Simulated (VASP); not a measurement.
A run of VASP 6.6.1 is set up as follows.

The input INCAR:

```
ALGO = Normal
EDIFF = 1E-8
ENCUT = 520
GGA = CA
IBRION = 8
ISIF = 2
ISMEAR = 0
LASPH = T
LCHARG = F
LREAL = F
LWAVE = F
NBANDS = 11
NELM = 60
NSW = 1
PREC = Accurate
SIGMA = 0.01
```

KPOINTS

```
k-points
0
Gamma
  8 8 8
```

The input POSCAR:

```
BeTe
1.0
    2.6938308514      2.6938308514      0.0000000000
   -2.6938308514      2.6938308514      0.0000000000
    0.0000000000      2.6938308514      2.6938308514
Be Te
1 1
Direct
    0.0000000000      0.0000000000      0.0000000000
    0.7500000000      0.2500000000      0.5000000000
```

Potentials or basis: VASP PAW LDA potentials, release 64 (Be, Te).

Launch:

```bash
$ cat potpaw_LDA.64/Be/POTCAR potpaw_LDA.64/Te/POTCAR > POTCAR
$ mpirun -np 1 vasp_std > vasp.out
```

(1) What does it give for the highest phonon frequency at Γ, LO-TO splitting left out?

## Answers

(1) 546 cm⁻¹.

Caveat: the cell stands under pressure or tension, which shifts response properties.
